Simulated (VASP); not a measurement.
# Sc3Al (Pm-3m) in VASP: notebook, part 2 of 2

VASP 6.6.1. The steps go on from the part before.

**5. Relaxation of cell and atoms, PBEsol**

This run uses another cell than the first one, of 21.76 Å³/atom, 1.106 times its volume.

INCAR reads:

```
ALGO = Fast ; EDIFF = 1E-7
EDIFFG = -0.005 ; ENCUT = 600
GGA = PS ; IBRION = 2
ISIF = 3 ; ISMEAR = 0
LASPH = T ; LCHARG = F
LREAL = F ; LWAVE = F
NELM = 60 ; NSW = 100
PREC = Accurate ; SIGMA = 0.1
```

KPOINTS reads:

```
k-points
0
Gamma
  10 10 10
```

POSCAR reads:

```
Sc3Al
1.0
    4.4319878233      0.0000000000      0.0000000000
    0.0000000000      4.4319878233      0.0000000000
    0.0000000000      0.0000000000      4.4319878233
Sc Al
3 1
Direct
    0.5000000000      0.0000000000      0.5000000000
    0.0000000000      0.5000000000      0.5000000000
    0.5000000000      0.5000000000      0.0000000000
    0.0000000000      0.0000000000      0.0000000000
```

Potentials or basis: VASP PAW PBE potentials, release 64 (Sc_sv, Al).

Started as:

```bash
cat potpaw_PBE.64/Sc_sv/POTCAR potpaw_PBE.64/Al/POTCAR > POTCAR
mpirun -np 1 vasp_std > vasp.out
```

OUTCAR:

```text
EDIFF = 1E-7
   EDIFFG = -0.005
   ENCUT = 600
   GGA = PS
   IBRION = 2
   ISIF = 3
   ISMEAR = 0
   LASPH = T
   LREAL = F
   NELM = 60
   NSW = 100
   PREC = Accurate

 ion  position               nearest neighbor table
   1  0.500  0.000  0.500-   2 3.13   3 3.13   4 3.13   3 3.13   4 3.13   2 3.13   3 3.13   3 3.13
                             2 3.13   4 3.13   4 3.13   2 3.13
   2  0.000  0.500  0.500-   1 3.13   3 3.13   4 3.13   3 3.13   4 3.13   1 3.13   4 3.13   4 3.13
                             1 3.13   3 3.13   3 3.13   1 3.13
   3  0.500  0.500  0.000-   1 3.13   2 3.13   4 3.13   1 3.13   2 3.13   1 3.13   4 3.13   1 3.13
                             2 3.13   4 3.13   2 3.13   4 3.13
   4  0.000  0.000  0.000-   1 3.13   2 3.13   3 3.13   1 3.13   2 3.13   2 3.13   3 3.13   2 3.13
                             1 3.13   3 3.13   1 3.13   3 3.13

  LATTYP: Found a simple cubic cell.
 ALAT       =     4.4319878233

  Lattice vectors:

 A1 = (   4.4319878233,   0.0000000000,   0.0000000000)
 A2 = (   0.0000000000,   4.4319878233,   0.0000000000)
 A3 = (   0.0000000000,   0.0000000000,   4.4319878233)

Analysis of symmetry for initial positions (statically):
=====================================================================
 Subroutine PRICEL returns:
 Original cell was already a primitive cell.

 Routine SETGRP: Setting up the symmetry group for a
 simple cubic supercell.

 Subroutine GETGRP returns: Found 48 space group operations
 (whereof 48 operations were pure point group operations)
 out of a pool of 48 trial point group operations.

The static configuration has the point symmetry O_h .

Analysis of symmetry for dynamics (positions and initial velocities):
=====================================================================
 Subroutine PRICEL returns:
 Original cell was already a primitive cell.

 Routine SETGRP: Setting up the symmetry group for a
 simple cubic supercell.

 Subroutine GETGRP returns: Found 48 space group operations
 (whereof 48 operations were pure point group operations)
 out of a pool of 48 trial point group operations.

The dynamic configuration has the point symmetry O_h .

 Subroutine INISYM returns: Found 48 space group operations
 (whereof 48 operations are pure point group operations),
 and found     1 'primitive' translations

----------------------------------------------------------------------------------------

                                     Primitive cell

  volume of cell :      87.0554

  direct lattice vectors                    reciprocal lattice vectors
     4.431987823  0.000000000  0.000000000     0.225632389  0.000000000  0.000000000
     0.000000000  4.431987823  0.000000000     0.000000000  0.225632389  0.000000000
     0.000000000  0.000000000  4.431987823     0.000000000  0.000000000  0.225632389

  length of vectors
     4.431987823  4.431987823  4.431987823     0.225632389  0.225632389  0.225632389

  position of ions in fractional coordinates (direct lattice)
     0.500000000  0.000000000  0.500000000
     0.000000000  0.500000000  0.500000000
     0.500000000  0.500000000  0.000000000
     0.000000000  0.000000000  0.000000000

  ion indices of the primitive-cell ions
   primitive index   ion index
                 1           1
                 2           2
                 3           3
[... 34 lines left out ...]
  0.400000  0.000000  0.000000      6.000000
  0.500000  0.000000  0.000000      3.000000
[... 16 lines left out ...]
  0.200000  0.100000  0.100000     24.000000
  0.300000  0.100000  0.100000     24.000000
 [... further k-points ...]
   k-points           NKPTS =     56   k-points in BZ     NKDIM =     56   number of bands    NBANDS=     22
   number of dos      NEDOS =    301   number of ions     NIONS =      4
   total plane-waves  NPLWV =  46656
   dimension x,y,z NGX =    36 NGY =   36 NGZ =   36
   dimension x,y,z NGXF=    72 NGYF=   72 NGZF=   72
   ions per type =               3   1
   NGX,Y,Z   is equivalent  to a cutoff of  13.50, 13.50, 13.50 a.u.
   NGXF,Y,Z  is equivalent  to a cutoff of  27.01, 27.01, 27.01 a.u.
 SYSTEM =  unknown system
   PREC   = accura    normal or accurate (medium, high low for compatibility)
   ISTART =      0    job   : 0-new  1-cont  2-samecut
   ICHARG =      2    charge: 1-file 2-atom 10-const
   ISPIN  =      1    spin polarized calculation?
   LNONCOLLINEAR =      F non collinear calculations
   LSORBIT =      F    spin-orbit coupling
   LASPH  =      T    aspherical Exc in radial PAW
   ENCUT  =  600.0 eV  44.10 Ry    6.64 a.u.   8.85  8.85  8.85*2*pi/ulx,y,z
   NELM   =     60;   NELMIN=  2; NELMDL= -5     # of ELM steps
   EDIFF  = 0.1E-06   stopping-criterion for ELM
   LREAL  =      F    real-space projection
   EDIFFG = -.5E-02   stopping-criterion for IOM
   NSW    =    100    number of steps for IOM
   IBRION =      2    ionic relax: 0-MD 1-quasi-New 2-CG
   NFREE  =      1    steps in history (QN), initial steepest desc. (CG)
   ISIF   =      3    stress and relaxation
   ISYM   =      2    0-nonsym 1-usesym 2-fastsym
   POTIM  = 0.5000    time-step for ionic-motion
   TEBEG  =    0.0;   TEEND  =   0.0 temperature during run
   PSTRESS=    0.0 pullay stress
   NELECT =      36.0000    total number of electrons
   NUPDOWN=      -1.0000    fix difference up-down
   EMIN   =  10.00;   EMAX   =-10.00  energy-range for DOS
   EFERMI =   0.00;   METHOD = LEGACY
   ISMEAR =     0;   SIGMA  =   0.10  broadening in eV -4-tet -1-fermi 0-gaus
   EFERMI_NEDOS =   21; number of points for ismear=-14 and -15
   IALGO  =     68    algorithm
   IMIX   =      4    mixing-type and parameters
     AMIX     =   0.40;   BMIX     =  1.00
     AMIX_MAG =   1.60;   BMIX_MAG =  1.00
  volume/ion in A,a.u.               =      21.76       146.87
  Fermi-wavevector in a.u.,A,eV,Ry     =   1.219674  2.304850 20.240091  1.487605
  Thomas-Fermi vector in A             =   2.354918
   LORBIT       =      0    0 simple, 1 ext, 2 COOP (PROOUT), +10 PAW based schemes
   GGA     = PS    functional components
   LHFCALC =     F    Hartree Fock is set to
   AEXX    =    0.0000 exact exchange contribution
   IVDW    =     0    specifies the selected vdW correction
   LEPSILON=     F    determine dielectric tensor
   LRPA    =     F    only Hartree local field effects (RPA)
 conjugate gradient relaxation of ions
 non-spin polarized calculation
 RMM-DIIS sequential band-by-band and
 Gauss-broadening in eV      SIGMA  =   0.10
  energy-cutoff  :      600.00
  volume of cell :       87.06
 maximum number of plane-waves:      2945
 NGX is ok and might be reduce to    36
   NGX = 17   NGY = 17   NGZ = 17

--------------------------------------- Ionic step        1  -------------------------------------------

 number of electron      35.9999990 magnetization

 Free energy of the ion-electron system (eV)
  ---------------------------------------------------
  ext. energy  EPLUGINS =         0.00000000
  ---------------------------------------------------
  free energy    TOTEN  =       -24.93120964 eV

  energy without entropy =      -24.90272489  energy(sigma->0) =      -24.91696727

------------------------ aborting loop because EDIFF is reached ----------------------------------------

  FORCE on cell =-STRESS in cart. coord.  units (eV):
  Direction    XX          YY          ZZ          XY          YZ          ZX
  --------------------------------------------------------------------------------------
  -------------------------------------------------------------------------------------
  Total       -1.2841276     -1.2841276     -1.2841276     -0.0000000     -0.0000000     -0.0000000
  in kB      -23.6332304    -23.6332304    -23.6332304     -0.0000000     -0.0000000     -0.0000000
  external PRESSURE =     -23.6332304 kB  Pullay stress =       0.0000000 kB
[... 63 lines left out ...]
--------------------------------------- Ionic step        3  -------------------------------------------

 number of electron      35.9999993 magnetization

 Free energy of the ion-electron system (eV)
  ---------------------------------------------------
  ext. energy  EPLUGINS =         0.00000000
  ---------------------------------------------------
  free energy    TOTEN  =       -24.95534240 eV

  energy without entropy =      -24.92771526  energy(sigma->0) =      -24.94152883

 E-fermi :   4.8507     XC(G=0): -10.3534

 val. band max:        4.8462032659   @ k =   0.5000   0.5000   0.2000
 cond. band min:       4.8538493141   @ k =   0.4000   0.0000   0.0000
 fundamental gap:      0.0076460482
 Fermi energy:         4.8507313960

 k-point     1 :       0.0000    0.0000    0.0000
  band No.  band energies     occupation
      1     -44.2814      2.00000
      2     -44.1642      2.00000
      3     -44.1642      2.00000
      4     -23.2037      2.00000
      5     -23.2037      2.00000
      6     -23.2037      2.00000
[... 589 lines left out ...]
     21       5.6535      0.00000
     22       6.0201      0.00000

 [... further k-points ...]
[... 5 lines left out ...]
  --------------------------------------------------------------------------------------
  -------------------------------------------------------------------------------------
  Total        0.0008907      0.0008907      0.0008907     -0.0000000     -0.0000000      0.0000000
  in kB        0.0170143      0.0170143      0.0170143     -0.0000000     -0.0000000      0.0000000
  external PRESSURE =       0.0170143 kB  Pullay stress =       0.0000000 kB
[... 19 lines left out ...]
  FREE ENERGIE OF THE ION-ELECTRON SYSTEM (eV)
  ---------------------------------------------------
  free  energy   TOTEN  =       -24.9553423967 eV

  energy  without entropy=      -24.9277152630  energy(sigma->0) =      -24.94152883

 reached required accuracy - stopping structural energy minimisation
```

OSZICAR:

```text
N       E                     dE             d eps       ncg     rms          rms(c)
DAV:   1     0.718696637064E+03    0.71870E+03   -0.17481E+04  2480   0.185E+03
DAV:   2     0.274157217148E+02   -0.69128E+03   -0.68520E+03  3616   0.756E+02
DAV:   3    -0.256323328083E+02   -0.53048E+02   -0.52457E+02  4090   0.270E+02
[... 48 lines left out ...]
RMM:   9    -0.249553418733E+02    0.84226E-07   -0.96174E-06  2772   0.245E-02    0.296E-03
RMM:  10    -0.249553420668E+02   -0.19357E-06   -0.54397E-06  2874   0.183E-02    0.121E-03
RMM:  11    -0.249553422220E+02   -0.15519E-06   -0.16375E-06  2141   0.899E-03    0.472E-04
RMM:  12    -0.249553423807E+02   -0.15866E-06   -0.69454E-07  1848   0.583E-03    0.427E-04
RMM:  13    -0.249553423967E+02   -0.16050E-07   -0.17549E-07  1541   0.504E-03
   3 F= -.24955342E+02 E0= -.24941529E+02  d E =-.241328E-01
```

CONTCAR:

```text
Sc3Al
   1.00000000000000
     4.3772556687013928   -0.0000000000000000   -0.0000000000000000
    -0.0000000000000000    4.3772556687013928   -0.0000000000000000
    -0.0000000000000000   -0.0000000000000000    4.3772556687013928
  Sc              Al
     3     1
Direct
     0.5000000000000000    0.0000000000000000    0.5000000000000000
     0.0000000000000000    0.5000000000000000    0.5000000000000000
     0.5000000000000000    0.5000000000000000    0.0000000000000000
     0.0000000000000000    0.0000000000000000    0.0000000000000000

  0.00000000E+00  0.00000000E+00  0.00000000E+00
  0.00000000E+00  0.00000000E+00  0.00000000E+00
  0.00000000E+00  0.00000000E+00  0.00000000E+00
  0.00000000E+00  0.00000000E+00  0.00000000E+00
```

Run time: 4.8 min. Hardware: 1 thread of Intel Xeon 6975P-C, shared host; peak memory 0.3 GiB.

What came out:

```yaml
Free_energy: -24.9553 eV
Relaxed_volume: 20.97 Å³/atom
Relaxed_cell: a = 4.377 Å, b = 4.377 Å, c = 4.377 Å, α = 90.00°, β = 90.00°, γ = 90.00°
Space_group_after_relaxing_to_0.05_Å: Pm-3m (No. 221)
Energy_gained_by_relaxing: 6.0 meV/atom
Ionic_steps: 3
Pressure_after_relaxing: 0.0 GPa
Band_gap_on_the_k_mesh: zero (band 18 reaches 5.07 eV, above the bottom of band 19 at 3.74 eV)
```

The path:
| step | energy change (eV) | largest force (eV/Å) | pressure (GPa) | volume (Å³) |
| --- | --- | --- | --- | --- |
| 1 | 0.0000 | 0.0000 | -2.36 | 87.06 |
| 2 | -0.0225 | 0.0000 | 0.66 | 83.07 |
| 3 | -0.0241 | 0.0000 | 0.00 | 83.87 |

Final structure:
```cif
data_structure
_symmetry_space_group_name_H-M 'P 1'
_symmetry_Int_Tables_number 1
_cell_length_a 4.3773
_cell_length_b 4.3773
_cell_length_c 4.3773
_cell_angle_alpha 90.000
_cell_angle_beta 90.000
_cell_angle_gamma 90.000
_cell_volume 83.87
loop_
_atom_site_label
_atom_site_type_symbol
_atom_site_fract_x
_atom_site_fract_y
_atom_site_fract_z
_atom_site_occupancy
Sc1 Sc 0.50000 0.00000 0.50000 1
Sc2 Sc 0.00000 0.50000 0.50000 1
Sc3 Sc 0.50000 0.50000 0.00000 1
Al1 Al 0.00000 0.00000 0.00000 1
```

Caveat: the PAW data sets were made with another functional, which shifts forces and pressure a little.

**6. The runs side by side**

| task | cell | cutoff (eV) | gap on the mesh (eV) | pressure (GPa) |
| --- | --- | --- | --- | --- |
| single point | a = 4.285 Å, 4 atoms | 520 | none | 4.7 |
| single point | a = 4.331 Å, 4 atoms | 520 | none | 2.3 |
| single point | a = 4.375 Å, 4 atoms | 520 | none | 0.1 |
| relaxation of cell and atoms | relaxed from a = 4.432 Å, 4 atoms | 600 | none | 0.0 |

Alike in all rows: level PBEsol; potentials or basis VASP PAW PBE potentials, release 64 (Sc_sv, Al); no spin polarisation; k mesh 10 × 10 × 10; smearing gaussian 0.1 eV.

Caveats: the PAW data sets were made with another functional, which shifts forces and pressure a little.

Absolute energies hang on the potentials; compare differences alone.
